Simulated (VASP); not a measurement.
# AlAs (scan) (F-43m) in VASP: further runs, part 2 of 2

VASP 6.6.1.

**3. Single point, r2SCAN**

This run uses another cell than the first one, of 22.86 Å³/atom, 1.008 times its volume.

POSCAR reads:

```
AlAs
1.0
    0.0000000000      2.8382238927      2.8382238927
    2.8382238927      0.0000000000      2.8382238927
    2.8382238927      2.8382238927      0.0000000000
Al As
1 1
Direct
    0.0000000000      0.0000000000      0.0000000000
    0.2500000000      0.2500000000      0.2500000000
```

INCAR.step1 reads:

```
SYSTEM = AlAs
ALGO = Normal ; EDIFF = 1E-5
ENCUT = 550 ; GGA = PE
GGA_COMPAT = .FALSE. ; ISMEAR = 0
LASPH = .TRUE. ; LCHARG = .FALSE.
LREAL = .FALSE. ; LWAVE = .TRUE.
NBANDS = 11 ; NELM = 120
PREC = Accurate ; SIGMA = 0.02
```

INCAR.step2 reads:

```
SYSTEM = AlAs
ALGO = Normal ; EDIFF = 1E-6
ENCUT = 550 ; GGA_COMPAT = .FALSE.
ISIF = 2 ; ISMEAR = 0
ISTART = 1 ; LASPH = .TRUE.
LCHARG = .FALSE. ; LMIXTAU = .TRUE.
LREAL = .FALSE. ; LWAVE = .FALSE.
METAGGA = R2SCAN ; NBANDS = 11
NELM = 120 ; PREC = Accurate
SIGMA = 0.02
```

KPOINTS reads:

```
k-points
0
G
  8 8 8
  0 0 0
```

Potentials or basis: VASP PAW PBE potentials, release 64 (Al, As).

Command:

```
> cat potpaw_PBE.64/Al/POTCAR potpaw_PBE.64/As/POTCAR > POTCAR
> cp INCAR.step1 INCAR
> mpirun -np 1 vasp_std > vasp.out
> cp INCAR.step2 INCAR
> mpirun -np 1 vasp_std > vasp.out
```

OUTCAR:

```text
SYSTEM = AlAs
   EDIFF = 1E-6
   ENCUT = 550
   ISIF = 2
   ISMEAR = 0
   ISTART = 1
   LASPH = .TRUE.
   LREAL = .FALSE.
   METAGGA = R2SCAN
   NELM = 120
   PREC = Accurate

 ion  position               nearest neighbor table
   1  0.000  0.000  0.000-   2 2.46   2 2.46   2 2.46   2 2.46
   2  0.250  0.250  0.250-   1 2.46   1 2.46   1 2.46   1 2.46

  LATTYP: Found a face centered cubic cell.
 ALAT       =     5.6764477854

  Lattice vectors:

 A1 = (   0.0000000000,   2.8382238927,   2.8382238927)
 A2 = (   2.8382238927,   0.0000000000,   2.8382238927)
 A3 = (   2.8382238927,   2.8382238927,   0.0000000000)

Analysis of symmetry for initial positions (statically):
=====================================================================
 Subroutine PRICEL returns:
 Original cell was already a primitive cell.

 Routine SETGRP: Setting up the symmetry group for a
 face centered cubic supercell.

 Subroutine GETGRP returns: Found 24 space group operations
 (whereof 24 operations were pure point group operations)
 out of a pool of 48 trial point group operations.

The static configuration has the point symmetry T_d .

Analysis of symmetry for dynamics (positions and initial velocities):
=====================================================================
 Subroutine PRICEL returns:
 Original cell was already a primitive cell.

 Routine SETGRP: Setting up the symmetry group for a
 face centered cubic supercell.

 Subroutine GETGRP returns: Found 24 space group operations
 (whereof 24 operations were pure point group operations)
 out of a pool of 48 trial point group operations.

The dynamic configuration has the point symmetry T_d .

 Subroutine INISYM returns: Found 24 space group operations
 (whereof 24 operations are pure point group operations),
 and found     1 'primitive' translations

----------------------------------------------------------------------------------------

                                     Primitive cell

  volume of cell :      45.7267

  direct lattice vectors                    reciprocal lattice vectors
     0.000000000  2.838223893  2.838223893    -0.176166511  0.176166511  0.176166511
     2.838223893  0.000000000  2.838223893     0.176166511 -0.176166511  0.176166511
     2.838223893  2.838223893  0.000000000     0.176166511  0.176166511 -0.176166511

  length of vectors
     4.013854722  4.013854722  4.013854722     0.305129347  0.305129347  0.305129347

  position of ions in fractional coordinates (direct lattice)
     0.000000000  0.000000000  0.000000000
     0.250000000  0.250000000  0.250000000

  ion indices of the primitive-cell ions
   primitive index   ion index
                 1           1
                 2           2

----------------------------------------------------------------------------------------

 KPOINTS: k-points

Automatic generation of k-mesh.
 Grid dimensions read from file:
 generate k-points for:    8    8    8

 Generating k-lattice:

  Cartesian coordinates                     Fractional coordinates (reciprocal lattice)
    -0.022020814  0.022020814  0.022020814     0.125000000  0.000000000  0.000000000
     0.022020814 -0.022020814  0.022020814     0.000000000  0.125000000  0.000000000
     0.022020814  0.022020814 -0.022020814     0.000000000  0.000000000  0.125000000

  Length of vectors
     0.038141168  0.038141168  0.038141168

  Shift w.r.t. Gamma in fractional coordinates (k-lattice)
     0.000000000  0.000000000  0.000000000

 Subroutine IBZKPT returns following result:
 ===========================================

 Found     29 irreducible k-points:

 Following reciprocal coordinates:
            Coordinates               Weight
  0.000000  0.000000  0.000000      1.000000
  0.125000  0.000000  0.000000      8.000000
  0.250000  0.000000  0.000000      8.000000
  0.375000  0.000000  0.000000      8.000000
  0.500000  0.000000  0.000000      4.000000
  0.125000  0.125000  0.000000      6.000000
[... 16 lines left out ...]
  0.500000  0.250000  0.125000     48.000000
 -0.375000  0.250000  0.125000     24.000000
 [... further k-points ...]
   k-points           NKPTS =     29   k-points in BZ     NKDIM =     29   number of bands    NBANDS=     11
   number of dos      NEDOS =    301   number of ions     NIONS =      2
   total plane-waves  NPLWV =  32768
   dimension x,y,z NGX =    32 NGY =   32 NGZ =   32
   dimension x,y,z NGXF=    64 NGYF=   64 NGZF=   64
   ions per type =               1   1
   NGX,Y,Z   is equivalent  to a cutoff of  13.25, 13.25, 13.25 a.u.
   NGXF,Y,Z  is equivalent  to a cutoff of  26.51, 26.51, 26.51 a.u.
 SYSTEM =  AlAs
   PREC   = accura    normal or accurate (medium, high low for compatibility)
   ISTART =      1    job   : 0-new  1-cont  2-samecut
   ICHARG =      0    charge: 1-file 2-atom 10-const
   ISPIN  =      1    spin polarized calculation?
   LNONCOLLINEAR =      F non collinear calculations
   LSORBIT =      F    spin-orbit coupling
   LASPH  =      T    aspherical Exc in radial PAW
   ENCUT  =  550.0 eV  40.42 Ry    6.36 a.u.   7.68  7.68  7.68*2*pi/ulx,y,z
   NELM   =    120;   NELMIN=  2; NELMDL=  0     # of ELM steps
   EDIFF  = 0.1E-05   stopping-criterion for ELM
   LREAL  =      F    real-space projection
   EDIFFG = 0.1E-04   stopping-criterion for IOM
   NSW    =      0    number of steps for IOM
   IBRION =     -1    ionic relax: 0-MD 1-quasi-New 2-CG
   NFREE  =      0    steps in history (QN), initial steepest desc. (CG)
   ISIF   =      2    stress and relaxation
   ISYM   =      2    0-nonsym 1-usesym 2-fastsym
   POTIM  = 0.5000    time-step for ionic-motion
   TEBEG  =    0.0;   TEEND  =   0.0 temperature during run
   PSTRESS=    0.0 pullay stress
   NELECT =       8.0000    total number of electrons
   NUPDOWN=      -1.0000    fix difference up-down
   EMIN   =  10.00;   EMAX   =-10.00  energy-range for DOS
   EFERMI =   0.00;   METHOD = LEGACY
   ISMEAR =     0;   SIGMA  =   0.02  broadening in eV -4-tet -1-fermi 0-gaus
   EFERMI_NEDOS =   21; number of points for ismear=-14 and -15
   IALGO  =     38    algorithm
   IMIX   =      4    mixing-type and parameters
     AMIX     =   0.40;   BMIX     =  1.00
     AMIX_MAG =   1.60;   BMIX_MAG =  1.00
  volume/ion in A,a.u.               =      22.86       154.29
  Fermi-wavevector in a.u.,A,eV,Ry     =   0.915619  1.730269 11.406558  0.838358
  Thomas-Fermi vector in A             =   2.040381
   LORBIT       =      0    0 simple, 1 ext, 2 COOP (PROOUT), +10 PAW based schemes
   METAGGA = R2SCAN    functional components
   LHFCALC =     F    Hartree Fock is set to
   AEXX    =    0.0000 exact exchange contribution
   IVDW    =     0    specifies the selected vdW correction
   LEPSILON=     F    determine dielectric tensor
   LRPA    =     F    only Hartree local field effects (RPA)
 non-spin polarized calculation
 Gauss-broadening in eV      SIGMA  =   0.02
  energy-cutoff  :      550.00
  volume of cell :       45.73
 maximum number of plane-waves:      1363
   NGX = 15   NGY = 15   NGZ = 15

 number of electron       8.0000001 magnetization

 Free energy of the ion-electron system (eV)
  ---------------------------------------------------
  ext. energy  EPLUGINS =         0.00000000
  ---------------------------------------------------
  free energy    TOTEN  =       -22.69544176 eV

  energy without entropy =      -22.69544176  energy(sigma->0) =      -22.69544176

 E-fermi :   3.7189     XC(G=0):  -9.4163

 val. band max:        3.5951376614   @ k =   0.0000   0.0000   0.0000
 cond. band min:       5.3995712487   @ k =   0.5000   0.5000   0.0000
 fundamental gap:      1.8044335873
 Fermi energy:         3.7189156153

 k-point     1 :       0.0000    0.0000    0.0000
  band No.  band energies     occupation
      1      -8.6770      2.00000
      2       3.5951      2.00000
      3       3.5951      2.00000
      4       3.5951      2.00000
      5       6.2316      0.00000
      6       8.2904      0.00000
      7       8.2904      0.00000
      8       8.2904      0.00000
      9      13.0999      0.00000
     10      13.0999      0.00000
     11      13.2904      0.00000
[... 309 lines left out ...]
 k-point    24 :      -0.3750    0.2500    0.1250
  band No.  band energies     occupation
      1      -6.9384      2.00000
      2      -1.7403      2.00000
      3       0.8840      2.00000
      4       2.0311      2.00000
      5       7.6904      0.00000
      6       8.2893      0.00000
      7      10.7909      0.00000
      8      11.7799      0.00000
      9      12.5924      0.00000
     10      15.3354      0.00000
     11      16.7024      0.00000

 [... further k-points ...]
[... 5 lines left out ...]
  --------------------------------------------------------------------------------------
  -------------------------------------------------------------------------------------
  Total        0.0049110      0.0049110      0.0049110      0.0000000      0.0000000      0.0000000
  in kB        0.1720723      0.1720723      0.1720723      0.0000000      0.0000000      0.0000000
  external PRESSURE =       0.1720723 kB  Pullay stress =       0.0000000 kB

 VOLUME and BASIS-vectors are now :
 -----------------------------------------------------------------------------
  energy-cutoff  :      550.00
  volume of cell :       45.73
      direct lattice vectors                 reciprocal lattice vectors
     0.000000000  2.838223893  2.838223893    -0.176166511  0.176166511  0.176166511
     2.838223893  0.000000000  2.838223893     0.176166511 -0.176166511  0.176166511
     2.838223893  2.838223893  0.000000000     0.176166511  0.176166511 -0.176166511

 POSITION                                       TOTAL-FORCE (eV/Angst)
 -----------------------------------------------------------------------------------
      0.00000      0.00000      0.00000        -0.000000     -0.000000     -0.000000
      1.41911      1.41911      1.41911         0.000000      0.000000      0.000000
 -----------------------------------------------------------------------------------
    total drift:                                0.000000      0.000000      0.000000

  FREE ENERGIE OF THE ION-ELECTRON SYSTEM (eV)
  ---------------------------------------------------
  free  energy   TOTEN  =       -22.6954417602 eV

  energy  without entropy=      -22.6954417602  energy(sigma->0) =      -22.69544176
```

Wall time 1.7 min (1 thread of Intel Xeon 8259CL, shared host); peak memory 0.19 GiB.

What came out:

| Item | Value |
| --- | --- |
| Free energy | -22.6954 eV |
| Pressure | 0.0 GPa |
| Band gap on the k mesh | 1.80 eV, indirect (least direct gap 2.64 eV) |

Caveat: the PAW data sets were made with another functional, which shifts forces and pressure a little. r2SCAN opens gaps a little over a GGA but as a rule still falls short of measured ones.

**4. Single point, r2SCAN**

This run uses another cell than the first one, of 22.86 Å³/atom, 1.008 times its volume.

POSCAR is that of step 3.

INCAR.step1 reads:

```
  PREC = Accurate
  ENCUT = 550
  ISMEAR = 0
  SIGMA = 0.01
  LREAL = F
  LASPH = T
  NELM = 120
  NBANDS = 11
  GGA = PE
  ALGO = Normal
  EDIFF = 1E-5
  LWAVE = T
  LCHARG = F
  GGA_COMPAT = F
```

INCAR.step2 reads:

```
  PREC = Accurate
  ENCUT = 550
  EDIFF = 1E-6
  ISMEAR = 0
  SIGMA = 0.01
  LREAL = F
  LASPH = T
  NELM = 120
  ALGO = Normal
  ISIF = 2
  LWAVE = F
  LCHARG = T
  METAGGA = R2SCAN
  LMIXTAU = T
  LELF = T
  LVHAR = T
  NBANDS = 11
  ISTART = 1
  GGA_COMPAT = F
```

KPOINTS reads:

```
regular mesh
0
Gamma
  8 8 8
```

Command:

```
> cat potpaw_PBE.64/Al/POTCAR potpaw_PBE.64/As/POTCAR > POTCAR
> cp INCAR.step1 INCAR
> mpirun -np 1 vasp_std > vasp.out
> cp INCAR.step2 INCAR
> mpirun -np 1 vasp_std > vasp.out
```

Run time: 92 s. Hardware: 1 thread of Intel Xeon 8259CL, shared host; peak memory 0.19 GiB.

Results (log left out):

```yaml
Free_energy: -22.6954 eV
Pressure: 0.0 GPa
Band_gap_on_the_k_mesh: 1.80 eV, indirect (least direct gap 2.64 eV)
```

Levels at points of the mesh, in eV from the valence-band top:
| k point | band 1 | band 2 | band 3 | band 4 | band 5 | band 6 | band 7 | band 8 | band 9 |
| --- | --- | --- | --- | --- | --- | --- | --- | --- | --- |
| (0.00, 0.00, 0.00) | -12.27 | 0.00 | 0.00 | 0.00 | 2.64 | 4.70 | 4.70 | 4.70 | 9.50 |
| (0.50, 0.00, 0.00) | -10.81 | -5.66 | -0.84 | -0.84 | 2.62 | 5.10 | 5.10 | 8.38 | 12.00 |
| (0.50, 0.50, 0.00) | -10.24 | -5.51 | -2.22 | -2.22 | 1.80 | 2.68 | 11.12 | 11.12 | 12.61 |

Caveat: the PAW data sets were made with another functional, which shifts forces and pressure a little. A k mesh can miss the band edges.

**5. Single point, r2SCAN**

This run uses another cell than the first one, of 22.86 Å³/atom, 1.008 times its volume.

POSCAR is that of step 4.

INCAR.step1 reads:

```
SYSTEM = AlAs
PREC     = Accurate       ! precision mode
ENCUT    = 550            ! plane-wave cutoff, eV
ISMEAR   = 0              ! smearing method
SIGMA    = 0.01           ! smearing width, eV
LREAL    = .False.        ! projectors in reciprocal space
LASPH    = .True.         ! aspherical terms in the spheres
NELM     = 120            ! most SCF steps
NBANDS   = 11             ! bands
GGA      = PE             ! functional
ALGO     = Normal         ! electronic algorithm
EDIFF    = 1E-5           ! SCF threshold, eV
LWAVE    = .True.         ! write WAVECAR
LCHARG   = .False.        ! write CHGCAR
GGA_COMPAT= .False.
```

INCAR.step2 reads:

```
SYSTEM = AlAs
PREC     = Accurate       ! precision mode
ENCUT    = 550            ! plane-wave cutoff, eV
EDIFF    = 1E-6           ! SCF threshold, eV
ISMEAR   = 0              ! smearing method
SIGMA    = 0.01           ! smearing width, eV
LREAL    = .False.        ! projectors in reciprocal space
LASPH    = .True.         ! aspherical terms in the spheres
NELM     = 120            ! most SCF steps
ALGO     = Normal         ! electronic algorithm
ISIF     = 2              ! what is computed and relaxed
LWAVE    = .False.        ! write WAVECAR
LCHARG   = .False.        ! write CHGCAR
METAGGA  = R2SCAN         ! meta-GGA
LMIXTAU  = .True.       
NBANDS   = 11             ! bands
ISTART   = 1            
GGA_COMPAT= .False.
```

KPOINTS reads:

```
Automatic mesh
0
Gamma
  8 8 8
  0 0 0
```

Command:

```
> cat potpaw_PBE.64/Al/POTCAR potpaw_PBE.64/As/POTCAR > POTCAR
> cp INCAR.step1 INCAR
> mpirun -np 1 vasp_std > vasp.out
> cp INCAR.step2 INCAR
> mpirun -np 1 vasp_std > vasp.out
```

It took 60 s on 1 thread of Intel Xeon 8259CL, shared host; peak memory 0.19 GiB.

The run converged. Its results:

```yaml
Free_energy: -22.6954 eV
Pressure: 0.0 GPa
Band_gap_on_the_k_mesh: 1.80 eV, indirect (least direct gap 2.64 eV)
```

Levels at points of the mesh, in eV from the valence-band top:
```
           k point  band 1  band 2  band 3  band 4  band 5  band 6  band 7  band 8  band 9
(0.00, 0.00, 0.00)  -12.27    0.00    0.00    0.00    2.64    4.70    4.70    4.70    9.50
(0.50, 0.00, 0.00)  -10.81   -5.66   -0.84   -0.84    2.62    5.10    5.10    8.38   12.00
(0.50, 0.50, 0.00)  -10.24   -5.51   -2.22   -2.22    1.80    2.68   11.12   11.12   12.61
```

Caveat: the PAW data sets were made with another functional, which shifts forces and pressure a little. A k mesh can miss the band edges.

**6. The runs side by side**

```tsv
cell	k mesh	smearing	gap on the mesh (eV)	pressure (GPa)
a = 4.003 Å, angles 60.0°, 2 atoms	6 × 6 × 6	gaussian 0.1 eV	1.79	0.7
a = 4.014 Å, angles 60.0°, 2 atoms	8 × 8 × 8	gaussian 0.02 eV	1.80	0.0
a = 4.014 Å, angles 60.0°, 2 atoms	8 × 8 × 8	gaussian 0.01 eV	1.80	0.0
```

Alike in all rows: task single point; level r2SCAN; potentials or basis VASP PAW PBE potentials, release 64 (Al, As); no spin polarisation; cutoff (eV) 550.

Caveats: the PAW data sets were made with another functional, which shifts forces and pressure a little.

Absolute energies hang on the potentials; compare differences alone.
